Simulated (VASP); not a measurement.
Write the native input for VASP 6.6.1 that does the following.

```
Task                   : single point
Functional             : r2SCAN
Potentials or basis    : VASP PAW PBE potentials, release 64 (K_sv, Cl)
Cutoff                 : 520 eV
k mesh                 : 8 × 8 × 8
Occupations            : gaussian, width 0.01 eV
Spin                   : no spin polarisation
Dipole correction      : no
Further INCAR settings : ALGO = Normal; EDIFF = 1e-06; NBANDS = 15
```

Crystal: KCl.

```
CELL_PARAMETERS angstrom
-0.14579 3.10441 3.10441
3.10441 -0.14579 3.10441
3.10441 3.10441 -0.14579
ATOMIC_POSITIONS crystal
K 0.00000 0.00000 0.00000
Cl 0.50000 0.50000 0.50000
```

This cell differs from its parent crystal: epitaxial 111 strain +3.4%.

These files were run (other wordings do the same):

POSCAR

```
KCl
1.0
   -0.1457939927      3.1044067482      3.1044067482
    3.1044067482     -0.1457939927      3.1044067482
    3.1044067482      3.1044067482     -0.1457939927
K Cl
1 1
Direct
    0.0000000000      0.0000000000      0.0000000000
    0.5000000000      0.5000000000      0.5000000000
```

INCAR.step1

```
PREC     = Accurate       # precision mode
ENCUT    = 520            # plane-wave cutoff, eV
ISMEAR   = 0              # smearing method
SIGMA    = 0.01           # smearing width, eV
LREAL    = F              # projectors in reciprocal space
LASPH    = T              # aspherical terms in the spheres
NELM     = 60             # most SCF steps
NBANDS   = 15             # bands
GGA      = PE             # functional
ALGO     = Normal         # electronic algorithm
EDIFF    = 1E-4           # SCF threshold, eV
LWAVE    = T              # write WAVECAR
LCHARG   = F              # write CHGCAR
```

INCAR.step2

```
PREC     = Accurate       # precision mode
ENCUT    = 520            # plane-wave cutoff, eV
EDIFF    = 1E-6           # SCF threshold, eV
ISMEAR   = 0              # smearing method
SIGMA    = 0.01           # smearing width, eV
LREAL    = F              # projectors in reciprocal space
LASPH    = T              # aspherical terms in the spheres
NELM     = 60             # most SCF steps
ALGO     = Normal         # electronic algorithm
ISIF     = 2              # what is computed and relaxed
LWAVE    = F              # write WAVECAR
LCHARG   = T              # write CHGCAR
METAGGA  = R2SCAN         # meta-GGA
LMIXTAU  = T            
LELF     = T              # ELF
LVHAR    = T            
NBANDS   = 15             # bands
ISTART   = 1
```

KPOINTS

```
Automatic mesh
0
Gamma
  8 8 8
```

Potentials or basis: VASP PAW PBE potentials, release 64 (K_sv, Cl).

Launch:

```bash
$ cat potpaw_PBE.64/K_sv/POTCAR potpaw_PBE.64/Cl/POTCAR > POTCAR
$ cp INCAR.step1 INCAR
$ mpirun -np 1 vasp_std > vasp.out
$ cp INCAR.step2 INCAR
$ mpirun -np 1 vasp_std > vasp.out
```

Results of the run:

- Pressure: -0.6 GPa
- Band gap on the k mesh: 5.63 eV, direct

Caveat: the cell differs from its parent crystal (epitaxial 111 strain +3.4%); the PAW data sets were made with another functional, which shifts forces and pressure a little.

It took 2.5 min on 1 thread of Intel(R) Xeon(R) 6975P-C (Granite Rapids), on a shared host, peak memory 0.24 GiB.
